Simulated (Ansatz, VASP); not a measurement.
**One calculation of Mg, two programs**

```xyz
2
Lattice="3.2093 0.0000 0.0000 -1.6046 2.7793 0.0000 0.0000 0.0000 5.2103" Properties=species:S:1:pos:R:3 pbc="T T T"
Mg    1.6047    0.9264    3.9077
Mg    0.0000    1.8529    1.3026
```

Alike in both runs: task relaxation of cell and atoms; functional BLYP; k mesh 10 × 10 × 5; occupations fermi-dirac, width 0.05 eV; no spin polarisation.

|  | VASP | Ansatz |
| --- | --- | --- |
| version | VASP 6.6.1 | Ansatz 0.2.0 |
| potentials or method | VASP PAW PBE potentials, release 64 (Mg) | Ansatz PAW |
| plane-wave cutoff (eV) | 600 | 420 |
| valence electrons in the cell | 4 | 20 |

```csv
,VASP,Ansatz,Ansatz less VASP
relaxed volume (Å³/atom),23.54,23.55,+0.004
relaxed cell length with the largest relative difference (Å),5.380,5.376,-0.0037
```

VASP's potentials were made for PBE, not for BLYP. VASP's potentials hold 4 valence electrons a cell and Ansatz's 20, so a difference there can come from the potentials and not from the codes.

Noted on Ansatz's run: the plane-wave basis is chosen anew once the cell has moved, so the energies of steps on either side of that aren't comparable.
